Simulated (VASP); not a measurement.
Input of a VASP 6.6.1 run:

INCAR

```
SYSTEM = Mo
PREC = Accurate ; ENCUT = 600
EDIFF = 1E-8 ; ISMEAR = -1
SIGMA = 0.05 ; LREAL = .False.
LASPH = .True. ; NELM = 100
ALGO = Normal ; ISIF = 3
LWAVE = .False. ; LCHARG = .False.
GGA = PS ; NBANDS = 13
IBRION = 6 ; NFREE = 2
POTIM = 0.015 ; NSW = 1
```

The input KPOINTS:

```
regular mesh
0
Gamma
  10 10 10
  0 0 0
```

The input POSCAR:

```
Mo
1.0
   -1.5838089719      1.5838089719      1.5838089719
    1.5838089719     -1.5838089719      1.5838089719
    1.5838089719      1.5838089719     -1.5838089719
Mo
1
Direct
    0.0000000000      0.0000000000      0.0000000000
```

Potentials or basis: VASP PAW PBE potentials, release 64 (Mo_sv).

Launch:

```console
$ cat potpaw_PBE.64/Mo_sv/POTCAR > POTCAR
$ mpirun -np 1 vasp_std > vasp.out
```

**Question.** What does it give for the elastic constants C11, C12, C44?

**Answer.** 392, 172, 72 GPa.

**Question.** Predict the Voigt bulk modulus.

**Answer.** 245 GPa.

Elastic tensor in Voigt notation (GPa, in the Cartesian axes of the cell as first typed):
```
392 172 172   0   0   0
172 392 172   0   0   0
172 172 392   0   0   0
  0   0   0  72   0   0
  0   0   0   0  72   0
  0   0   0   0   0  72
```

Caveat: the cell is under stress, which shifts elastic constants; the PAW data sets were made with another functional, which shifts forces and pressure a little.
